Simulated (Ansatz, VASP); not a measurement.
Cu16O in VASP and in Ansatz

INCAR

```
SYSTEM = Cu16O
ALGO     = Normal         ! electronic algorithm
EDIFF    = 1E-6           ! SCF threshold, eV
ENCUT    = 520            ! plane-wave cutoff, eV
GGA      = PE             ! functional
GGA_COMPAT= .FALSE.      
ISIF     = 2              ! what is computed and relaxed
ISMEAR   = 1              ! smearing method
IVDW     = 12             ! dispersion correction
LASPH    = .TRUE.         ! aspherical terms in the spheres
LCHARG   = .FALSE.        ! write CHGCAR
LREAL    = .FALSE.        ! projectors in reciprocal space
LWAVE    = .FALSE.        ! write WAVECAR
NBANDS   = 105            ! bands
NELM     = 120            ! most SCF steps
NELMDL   = -8           
PREC     = Accurate       ! precision mode
SIGMA    = 0.1            ! smearing width, eV
```

File KPOINTS:

```
k-points
0
G
  2 2 1
  0 0 0
```

POSCAR

```
Cu16O
1.0
    5.1053109602      0.0000000000      0.0000000000
    2.5526554801      4.4213289857      0.0000000000
    0.0000000000      0.0000000000     22.7527034153
Cu O
16 1
Direct
    0.0000000000      0.0000000000      0.1098770500
    0.5000000000      0.0000000000      0.1098770500
    0.0000000000      0.5000000000      0.1098770500
    0.5000000000      0.5000000000      0.1098770500
    0.1666666700      0.1666666700      0.2014808700
    0.6666666700      0.1666666700      0.2014808700
    0.1666666700      0.6666666700      0.2014808700
    0.6666666700      0.6666666700      0.2014808700
    0.8356049900      0.3322090800      0.2899032600
    0.3322003500      0.3322084800      0.2899052900
    0.8333341100      0.8333385600      0.2929304700
    0.3322037300      0.8356109100      0.2899025200
   -0.0053602000     -0.0053790100      0.3827774900
    0.5107680700     -0.0053601100      0.3827825300
   -0.0053562800      0.5107630900      0.3827874600
    0.5000248700      0.5000105900      0.3757282600
    0.1666744400      0.1666554100      0.4313227000
```

Input for Ansatz:

```yaml
crystal:
  lattice:
    - [5.1053109602, 0.0, 0.0]
    - [2.5526554801, 4.4213289857, 0.0]
    - [0.0, 0.0, 22.7527034153]
  atoms:
    - { symbol: Cu, position: [0.0, 0.0, 0.10987705] }
    - { symbol: Cu, position: [0.5, 0.0, 0.10987705] }
    - { symbol: Cu, position: [0.0, 0.5, 0.10987705] }
    - { symbol: Cu, position: [0.5, 0.5, 0.10987705] }
    - { symbol: Cu, position: [0.16666667, 0.16666667, 0.20148087] }
    - { symbol: Cu, position: [0.66666667, 0.16666667, 0.20148087] }
    - { symbol: Cu, position: [0.16666667, 0.66666667, 0.20148087] }
    - { symbol: Cu, position: [0.66666667, 0.66666667, 0.20148087] }
    - { symbol: Cu, position: [0.83560499, 0.33220908, 0.28990326] }
    - { symbol: Cu, position: [0.33220035, 0.33220848, 0.28990529] }
    - { symbol: Cu, position: [0.83333411, 0.83333856, 0.29293047] }
    - { symbol: Cu, position: [0.33220373, 0.83561091, 0.28990252] }
    - { symbol: Cu, position: [-0.0053602, -0.00537901, 0.38277749] }
    - { symbol: Cu, position: [0.51076807, -0.00536011, 0.38278253] }
    - { symbol: Cu, position: [-0.00535628, 0.51076309, 0.38278746] }
    - { symbol: Cu, position: [0.50002487, 0.50001059, 0.37572826] }
    - { symbol: O, position: [0.16667444, 0.16665541, 0.4313227] }
hamiltonian:
  xc: pbe
  dispersion: d3bj
kpoints:
  mp_grid: { grid: [2, 2, 1] }
scf:
  occupations: { method: methfessel_paxton, width: 0.1 }
  max_iter: 140
  lower_state_search: "off"
output:
  forces: true
```

Alike in both runs: task single point; functional PBE; dispersion D3(BJ); k mesh 2 × 2 × 1; occupations methfessel-paxton of order 1, width 0.1 eV; no spin polarisation.

|  | VASP | Ansatz |
| --- | --- | --- |
| version | VASP 6.6.1 | Ansatz 0.2.0 |
| potentials or method | VASP PAW PBE potentials, release 64 (Cu, O) | scalar-relativistic, plane waves, PAW |
| plane-wave cutoff (eV) | 520 | 420 |
| valence electrons in the cell | 182 | 310 |

VASP gave:

* rms of the force components (eV/Å): 0.071

Problem. Which values does Ansatz return?

Solution. rms of the force components (eV/Å): 0.078.

Atom by atom the forces differ by 0.027 eV/Å (rms over components). VASP's potentials hold 182 valence electrons a cell and Ansatz's 310, so a difference there can come from the potentials and not from the codes. Ansatz's warnings: near symmetry operation missed by atoms.

The k mesh is coarse, so the values compare programs but aren't converged.
